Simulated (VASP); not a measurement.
Write the native input for VASP 6.6.1 that does the following.

```yaml
Task: single point
Functional: PBE
Dispersion: D3(BJ)
Potentials_or_basis: VASP PAW PBE potentials, release 64 (C, H, Cl)
Cutoff: 520 eV
k_mesh: 1 × 1 × 1
Occupations: fermi-dirac, width 0.05 eV
Spin: no spin polarisation
Dipole_correction: no
Further_INCAR_settings: LREAL = Auto; ALGO = Normal; EDIFF = 1e-06; NBANDS = 63
```

The structure of H5CCl lies in POSCAR:

```
H5CCl
1.0
    8.5589900000      0.0000000000      0.0000000000
    0.0000000000      8.5589900000      0.0000000000
    0.0000000000      0.0000000000      8.5589900000
C H Cl
5 25 5
Direct
    0.3854193077     -0.0199322584      0.3500763525
    0.2515951064      0.6649850041      0.1704640384
    0.9425177503      0.7749746173      0.7371196835
    1.0508366057      0.1379718869      0.2920671715
    0.7511283458      0.2208438145      0.6152010927
    0.4985518151     -0.0472368819      0.3472956505
    0.3163574207     -0.1136699540      0.3883402130
    0.3296300148      0.0298516531      0.2361960932
    0.3962500248      0.0714920803      0.4347008233
    0.3773926596      0.7124555584      0.1405422836
    0.1593762815      0.6865880203      0.0856876804
    0.2428908084      0.7234147954      0.2867160728
    0.2877442315      0.5389304112      0.1801147098
    0.8190686051      0.7672634271      0.7888430761
    1.0295957817      0.7847654922      0.8391176996
    0.9756174502      0.8835388288      0.6673801465
    0.9729068500      0.6871488341      0.6447022371
    1.1478807663      0.0715621820      0.3399349690
    1.0631861937      0.1436734942      0.1696461849
    1.0628240014      0.2443863119      0.3547498011
    0.9452049833      0.0696227008      0.3227950962
    0.7857702836      0.2354950759      0.7386969724
    0.7341754109      0.0868560426      0.5917520642
    0.8105862958      0.2875339263      0.5233210928
    0.6258215046      0.2561400352      0.6279011893
    0.1639562612      0.2557311085      0.7630806906
    0.5947547549      0.4471555639     -0.0930950965
    0.5292330053      0.0616311037      0.8889016111
    0.3746586922      0.6463729949      0.7935165247
    0.6985637324      0.6732686917      0.4432181835
    0.1579041452      0.3363948316      0.8865765704
    0.5546799330      0.4376450960      0.0451571973
    0.4044636108      0.0376212614      0.8088103853
    0.4251085701      0.6015429391      0.6663519878
    0.8254244952      0.6940538545      0.3819609557
```

One way to write it, as run:

INCAR

```
SYSTEM = H5CCl
  ALGO = Normal
  EDIFF = 1E-6
  ENCUT = 520
  GGA = PE
  ISIF = 2
  ISMEAR = -1
  IVDW = 12
  LASPH = .TRUE.
  LCHARG = .FALSE.
  LREAL = Auto
  LWAVE = .FALSE.
  NBANDS = 63
  NELM = 100
  PREC = Accurate
  SIGMA = 0.05
```

KPOINTS

```
k-points
0
G
  1 1 1
  0 0 0
```

Potentials or basis: VASP PAW PBE potentials, release 64 (C, H, Cl).

Command:

```console
$ cat potpaw_PBE.64/C/POTCAR potpaw_PBE.64/H/POTCAR potpaw_PBE.64/Cl/POTCAR > POTCAR
$ mpirun -np 1 vasp_gam > vasp.out
```

It gave:

- Pressure: 0.5 GPa
- Largest force: 4.571 eV/Å
- Band gap on the k mesh: 5.47 eV
- Dispersion energy per atom: -0.032 eV

Caveat: the k points lie up to 0.73 Å⁻¹ apart.

Run time: 2.1 min on 1 thread of AMD EPYC 7R13, on a shared host, peak memory 0.5 GiB.
